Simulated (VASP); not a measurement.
# Al: single point with revPBE+D3(BJ)

The system is Al.

```
Al
1.0
     0.00000    1.97487    1.97487
     1.97487    0.00000    1.97487
     1.97487    1.97487    0.00000
Al
1
Direct
  0.00000 0.00000 0.00000
```

* Program: VASP 6.6.1
* Task: single point
* Functional: revPBE
* Dispersion: D3(BJ)
* Potentials or basis: VASP PAW PBE potentials, release 64 (Al)
* Cutoff: 500 eV
* k mesh: 18 × 18 × 18
* Occupations: gaussian, width 0.1 eV
* Spin: no spin polarisation
* Dipole correction: no
* Further INCAR settings: ALGO = Normal; EDIFF = 1e-06; NBANDS = 8

```
Pressure                   : -0.2 GPa
Band gap on the k mesh     : zero (an odd number of electrons rules out a gap without spin polarisation)
Dispersion energy per atom : -0.687 eV
```

Levels at points of the mesh, in eV from the Fermi level:
```tsv
k point	band 1	band 2	band 3	band 4
(0.00, 0.00, 0.00)	-11.62	12.99	12.99	12.99
(0.50, 0.00, 0.00)	-4.89	-4.46	11.76	11.76
(0.50, 0.50, 0.00)	-3.10	-1.61	5.24	5.95
```

Wall time 16 s on 1 thread of Intel(R) Xeon(R) Platinum 8488C (Sapphire Rapids), with other jobs on the host, peak memory 0.14 GiB.

Caveat: the PAW data sets were made with another functional, which shifts forces and pressure a little.
